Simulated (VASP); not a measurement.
# HgTe in VASP: a series of runs

HgTe is run at these levels: PBE; tasks: single point.

Program: VASP 6.6.1. These are calculated values, not measurements. Logs are shortened: lines on timing, memory, paths and dates and some standing lists are left out, and cuts for length are marked.

## 1. The cell of the first run

The structure is tetragonal, space group I-4m2 (No. 119). Conventional cell: a = 4.652 Å, b = 4.652 Å, c = 6.414 Å, α = 90.00°, β = 90.00°, γ = 90.00°. Within 3.7 Å of Hg (site symmetry -4m2) lie 4 Te at 2.82 Å. Within 3.7 Å of Te (site symmetry -4m2) lie 4 Hg at 2.82 Å.

## 2. Single point, PBE (uniaxial x strain -2.5%)

INCAR

```
SYSTEM = HgTe
PREC = Accurate
ENCUT = 520
EDIFF = 1E-6
ISMEAR = -1
SIGMA = 0.02
LREAL = .False.
LASPH = .True.
NELM = 60
ALGO = Normal
ISIF = 2
LWAVE = .False.
LCHARG = .False.
GGA = PE
NBANDS = 16
```

KPOINTS

```
regular mesh
0
Gamma
  6 6 6
  0 0 0
```

POSCAR

```
HgTe
1.0
    0.0000000000      3.2891578888      3.2891578888
    3.2069289416      0.0000000000      3.2891578888
    3.2069289416      3.2891578888      0.0000000000
Hg Te
1 1
Direct
    0.0000000000      0.0000000000      0.0000000000
    0.2500000000      0.2500000000      0.2500000000
```

Potentials or basis: VASP PAW PBE potentials, release 64 (Hg, Te).

On the command line:

```bash
$ cat potpaw_PBE.64/Hg/POTCAR potpaw_PBE.64/Te/POTCAR > POTCAR
$ mpirun -np 1 vasp_std > vasp.out
```

OUTCAR:

```text
SYSTEM = HgTe
   PREC = Accurate
   ENCUT = 520
   EDIFF = 1E-6
   ISMEAR = -1
   LREAL = .False.
   LASPH = .True.
   NELM = 60
   ISIF = 2
   GGA = PE

 ion  position               nearest neighbor table
   1  0.000  0.000  0.000-   2 2.82   2 2.82   2 2.82   2 2.82
   2  0.250  0.250  0.250-   1 2.82   1 2.82   1 2.82   1 2.82

  LATTYP: Found a body centered tetragonal cell.
 ALAT       =     4.6515716951
 C/A-ratio  =     1.3788582233

  Lattice vectors:

 A1 = (  -3.2069289416,   0.0000000000,  -3.2891578888)
 A2 = (  -3.2069289416,   0.0000000000,   3.2891578888)
 A3 = (   3.2069289416,   3.2891578888,   0.0000000000)

Analysis of symmetry for initial positions (statically):
=====================================================================
 Subroutine PRICEL returns:
 Original cell was already a primitive cell.

 Routine SETGRP: Setting up the symmetry group for a
 body centered tetragonal supercell.

 Subroutine GETGRP returns: Found  8 space group operations
 (whereof  8 operations were pure point group operations)
 out of a pool of 16 trial point group operations.

The static configuration has the point symmetry D_2d.

Analysis of symmetry for dynamics (positions and initial velocities):
=====================================================================
 Subroutine PRICEL returns:
 Original cell was already a primitive cell.

 Routine SETGRP: Setting up the symmetry group for a
 body centered tetragonal supercell.

 Subroutine GETGRP returns: Found  8 space group operations
 (whereof  8 operations were pure point group operations)
 out of a pool of 16 trial point group operations.

The dynamic configuration has the point symmetry D_2d.

 Subroutine INISYM returns: Found  8 space group operations
 (whereof  8 operations are pure point group operations),
 and found     1 'primitive' translations

----------------------------------------------------------------------------------------

                                     Primitive cell

  volume of cell :      69.3887

  direct lattice vectors                    reciprocal lattice vectors
     0.000000000  3.289157889  3.289157889    -0.155912404  0.152014594  0.152014594
     3.206928942  0.000000000  3.289157889     0.155912404 -0.152014594  0.152014594
     3.206928942  3.289157889  0.000000000     0.155912404  0.152014594 -0.152014594

  length of vectors
     4.651571695  4.593795038  4.593795038     0.265566472  0.265566472  0.265566472

  position of ions in fractional coordinates (direct lattice)
     0.000000000  0.000000000  0.000000000
     0.250000000  0.250000000  0.250000000

  ion indices of the primitive-cell ions
   primitive index   ion index
                 1           1
                 2           2

----------------------------------------------------------------------------------------

 KPOINTS: regular mesh

Automatic generation of k-mesh.
 Grid dimensions read from file:
 generate k-points for:    6    6    6

 Generating k-lattice:

  Cartesian coordinates                     Fractional coordinates (reciprocal lattice)
    -0.025985401  0.025335766  0.025335766     0.166666667  0.000000000  0.000000000
     0.025985401 -0.025335766  0.025335766     0.000000000  0.166666667  0.000000000
     0.025985401  0.025335766 -0.025335766     0.000000000  0.000000000  0.166666667

  Length of vectors
     0.044261079  0.044261079  0.044261079

  Shift w.r.t. Gamma in fractional coordinates (k-lattice)
     0.000000000  0.000000000  0.000000000

 Subroutine IBZKPT returns following result:
 ===========================================

 Found     30 irreducible k-points:

 Following reciprocal coordinates:
            Coordinates               Weight
  0.000000  0.000000  0.000000      1.000000
  0.166667 -0.000000 -0.000000      8.000000
  0.333333  0.000000  0.000000      8.000000
  0.500000  0.000000  0.000000      4.000000
  0.166667  0.166667  0.000000      4.000000
  0.333333  0.166667  0.000000     16.000000
[... 16 lines left out ...]
 -0.333333  0.500000  0.166667      4.000000
  0.333333 -0.333333  0.166667      8.000000
 [... further k-points ...]
   k-points           NKPTS =     30   k-points in BZ     NKDIM =     30   number of bands    NBANDS=     16
   number of dos      NEDOS =    301   number of ions     NIONS =      2
   total plane-waves  NPLWV =  46656
   dimension x,y,z NGX =    36 NGY =   36 NGZ =   36
   dimension x,y,z NGXF=    72 NGYF=   72 NGZF=   72
   ions per type =               1   1
   NGX,Y,Z   is equivalent  to a cutoff of  12.87, 13.03, 13.03 a.u.
   NGXF,Y,Z  is equivalent  to a cutoff of  25.73, 26.06, 26.06 a.u.
 SYSTEM =  HgTe
   PREC   = accura    normal or accurate (medium, high low for compatibility)
   ISTART =      0    job   : 0-new  1-cont  2-samecut
   ICHARG =      2    charge: 1-file 2-atom 10-const
   ISPIN  =      1    spin polarized calculation?
   LNONCOLLINEAR =      F non collinear calculations
   LSORBIT =      F    spin-orbit coupling
   LASPH  =      T    aspherical Exc in radial PAW
   ENCUT  =  520.0 eV  38.22 Ry    6.18 a.u.   8.65  8.54  8.54*2*pi/ulx,y,z
   NELM   =     60;   NELMIN=  2; NELMDL= -5     # of ELM steps
   EDIFF  = 0.1E-05   stopping-criterion for ELM
   LREAL  =      F    real-space projection
   EDIFFG = 0.1E-04   stopping-criterion for IOM
   NSW    =      0    number of steps for IOM
   IBRION =     -1    ionic relax: 0-MD 1-quasi-New 2-CG
   NFREE  =      0    steps in history (QN), initial steepest desc. (CG)
   ISIF   =      2    stress and relaxation
   ISYM   =      2    0-nonsym 1-usesym 2-fastsym
   POTIM  = 0.5000    time-step for ionic-motion
   TEBEG  =    0.0;   TEEND  =   0.0 temperature during run
   PSTRESS=    0.0 pullay stress
   NELECT =      18.0000    total number of electrons
   NUPDOWN=      -1.0000    fix difference up-down
   EMIN   =  10.00;   EMAX   =-10.00  energy-range for DOS
   EFERMI =   0.00;   METHOD = LEGACY
   ISMEAR =    -1;   SIGMA  =   0.02  broadening in eV -4-tet -1-fermi 0-gaus
   EFERMI_NEDOS =   21; number of points for ismear=-14 and -15
   IALGO  =     38    algorithm
   IMIX   =      4    mixing-type and parameters
     AMIX     =   0.40;   BMIX     =  1.00
     AMIX_MAG =   1.60;   BMIX_MAG =  1.00
  volume/ion in A,a.u.               =      34.69       234.13
  Fermi-wavevector in a.u.,A,eV,Ry     =   1.044086  1.973036 14.831909  1.090115
  Thomas-Fermi vector in A             =   2.178823
   LORBIT       =      0    0 simple, 1 ext, 2 COOP (PROOUT), +10 PAW based schemes
   GGA     = PE    functional components
   LHFCALC =     F    Hartree Fock is set to
   AEXX    =    0.0000 exact exchange contribution
   IVDW    =     0    specifies the selected vdW correction
   LEPSILON=     F    determine dielectric tensor
   LRPA    =     F    only Hartree local field effects (RPA)
 non-spin polarized calculation
  energy-cutoff  :      520.00
  volume of cell :       69.39
 maximum number of plane-waves:      1891
 NGX is ok and might be reduce to    36
   NGX = 17   NGY = 17   NGZ = 17

 number of electron      18.0000003 magnetization

 Free energy of the ion-electron system (eV)
  ---------------------------------------------------
  ext. energy  EPLUGINS =         0.00000000
  ---------------------------------------------------
  free energy    TOTEN  =        -3.60845186 eV

  energy without entropy =       -3.60825743  energy(sigma->0) =       -3.60835464

 E-fermi :   2.8354     XC(G=0):  -8.6173

 val. band max:        2.7882589822   @ k =   0.0000   0.0000   0.0000
 cond. band min:       2.8666712493   @ k =   0.0000   0.0000   0.0000
 fundamental gap:      0.0784122671
 Fermi energy:         2.8353931790

 k-point     1 :       0.0000    0.0000    0.0000
  band No.  band energies     occupation
      1      -8.9757      2.00000
      2      -4.3857      2.00000
      3      -4.3857      2.00000
      4      -4.3813      2.00000
      5      -3.8968      2.00000
      6      -3.8802      2.00000
[... 8 lines left out ...]
     15      12.1689      0.00000
     16      12.4623      0.00000

 k-point     2 :       0.1667   -0.0000   -0.0000
  band No.  band energies     occupation
      1      -8.8501      2.00000
      2      -4.3524      2.00000
      3      -4.3497      2.00000
      4      -4.3259      2.00000
      5      -3.8976      2.00000
      6      -3.8841      2.00000
[... 8 lines left out ...]
     15      11.2989      0.00000
     16      11.4719      0.00000

 k-point     3 :       0.3333    0.0000    0.0000
  band No.  band energies     occupation
      1      -8.5811      2.00000
      2      -4.2958      2.00000
      3      -4.2876      2.00000
      4      -4.0466      2.00000
      5      -3.8844      2.00000
      6      -3.8790      2.00000
[... 8 lines left out ...]
     15      11.6868      0.00000
     16      11.6899      0.00000

 k-point     4 :       0.5000    0.0000    0.0000
  band No.  band energies     occupation
      1      -8.4369      2.00000
      2      -4.2746      2.00000
      3      -4.2629      2.00000
      4      -3.8706      2.00000
      5      -3.8679      2.00000
      6      -3.5997      2.00000
[... 8 lines left out ...]
     15      12.7508      0.00000
     16      12.9047      0.00000
[... 324 lines left out ...]
 k-point    22 :       0.3333    0.5000    0.1667
  band No.  band energies     occupation
      1      -8.3981      2.00000
      2      -4.2267      2.00000
      3      -4.1930      2.00000
      4      -4.0243      2.00000
      5      -3.8664      2.00000
      6      -3.7452      2.00000
[... 8 lines left out ...]
     15      13.0434      0.00000
     16      13.7332      0.00000

 k-point    23 :      -0.3333    0.5000    0.1667
  band No.  band energies     occupation
      1      -8.2505      2.00000
      2      -4.1706      2.00000
      3      -4.1315      2.00000
      4      -3.9893      2.00000
      5      -3.8764      2.00000
      6      -3.3580      2.00000
[... 8 lines left out ...]
     15      13.7860      0.00000
     16      14.0308      0.00000

 k-point    24 :       0.3333   -0.3333    0.1667
  band No.  band energies     occupation
      1      -8.3010      2.00000
      2      -4.2106      2.00000
      3      -4.1582      2.00000
      4      -3.9350      2.00000
      5      -3.8874      2.00000
      6      -3.4562      2.00000
[... 8 lines left out ...]
     15      13.0437      0.00000
     16      13.5829      0.00000

 [... further k-points ...]

------------------------ aborting loop because EDIFF is reached ----------------------------------------

  FORCE on cell =-STRESS in cart. coord.  units (eV):
  Direction    XX          YY          ZZ          XY          YZ          ZX
  --------------------------------------------------------------------------------------
  -------------------------------------------------------------------------------------
  Total        1.1292613      1.0101600      1.0101600      0.0000000      0.0000000      0.0000000
  in kB       26.0745148     23.3244793     23.3244793      0.0000000      0.0000000      0.0000000
  external PRESSURE =      24.2411578 kB  Pullay stress =       0.0000000 kB

 VOLUME and BASIS-vectors are now :
 -----------------------------------------------------------------------------
  energy-cutoff  :      520.00
  volume of cell :       69.39
      direct lattice vectors                 reciprocal lattice vectors
     0.000000000  3.289157889  3.289157889    -0.155912404  0.152014594  0.152014594
     3.206928942  0.000000000  3.289157889     0.155912404 -0.152014594  0.152014594
     3.206928942  3.289157889  0.000000000     0.155912404  0.152014594 -0.152014594

 POSITION                                       TOTAL-FORCE (eV/Angst)
 -----------------------------------------------------------------------------------
      0.00000      0.00000      0.00000        -0.000000      0.000000      0.000000
      1.60346      1.64458      1.64458         0.000000     -0.000000     -0.000000
 -----------------------------------------------------------------------------------
    total drift:                                0.000000     -0.000000     -0.000000

  FREE ENERGIE OF THE ION-ELECTRON SYSTEM (eV)
  ---------------------------------------------------
  free  energy   TOTEN  =        -3.6084518563 eV

  energy  without entropy=       -3.6082574284  energy(sigma->0) =       -3.60835464
```

It took 26 s on 1 thread of Intel Xeon Platinum 8488C (Sapphire Rapids), shared host; peak memory 0.21 GiB.

Results:

| Property | Result |
| --- | --- |
| Free energy | -3.6085 eV |
| Pressure | 2.4 GPa |
| Band gap on the k mesh | 0.08 eV, direct |

Caveat: the cell differs from its parent crystal (uniaxial x strain -2.5%); spin-orbit coupling is left out, which moves the levels of the heavy elements.

## 3. Single point, PBE (strain along [111] +0.5%)

INCAR

```
ALGO = Normal
EDIFF = 1E-6
ENCUT = 520
GGA = PE
ISIF = 2
ISMEAR = -1
LASPH = True
LCHARG = False
LREAL = False
LWAVE = False
NBANDS = 16
NELM = 80
PREC = Accurate
SIGMA = 0.02
```

KPOINTS

```
k-points
0
Gamma
  6 6 6
```

POSCAR

```
HgTe
1.0
    0.0109638596      3.3001217484      3.3001217484
    3.3001217484      0.0109638596      3.3001217484
    3.3001217484      3.3001217484      0.0109638596
Hg Te
1 1
Direct
    0.0003321242      0.0003321242      0.0003321242
    0.2496678758      0.2496678758      0.2496678758
```

Potentials or basis: VASP PAW PBE potentials, release 64 (Hg, Te).

On the command line:

```bash
$ cat potpaw_PBE.64/Hg/POTCAR potpaw_PBE.64/Te/POTCAR > POTCAR
$ mpirun -np 1 vasp_std > vasp.out
```

It took 28 s on 1 thread of Intel Xeon Platinum 8488C (Sapphire Rapids), shared host; peak memory 0.21 GiB.

The run converged. Its results:

| Item | Value |
| --- | --- |
| Free energy | -3.6333 eV |
| Pressure | 1.1 GPa |
| Band gap on the k mesh | zero (filled and empty bands touch) |

Forces in eV/Å, atoms in the order of the input:
```
Hg   0.001  0.001  0.001
Te  -0.001 -0.001 -0.001
```

Stress tensor (GPa, compression positive):
```
 1.13 -0.06 -0.06
-0.06  1.13 -0.06
-0.06 -0.06  1.13
```

Levels at points of the mesh, in eV from the Fermi level:
| k point | band 7 | band 8 | band 9 | band 10 | band 11 | band 12 |
| --- | --- | --- | --- | --- | --- | --- |
| (0.00, 0.00, 0.00) | -0.88 | -0.03 | -0.01 | -0.01 | 4.28 | 4.33 |
| (0.50, 0.00, 0.00) | -5.13 | -0.91 | -0.89 | 0.67 | 5.06 | 5.06 |
| (0.50, 0.50, 0.00) | -5.14 | -2.06 | -2.04 | 1.89 | 2.62 | 8.00 |
| (0.50, 0.50, 0.50) | -5.15 | -0.88 | -0.88 | 0.72 | 5.09 | 5.09 |

Caveat: the cell differs from its parent crystal (strain along [111] +0.5%); spin-orbit coupling is left out, which moves the levels of the heavy elements.
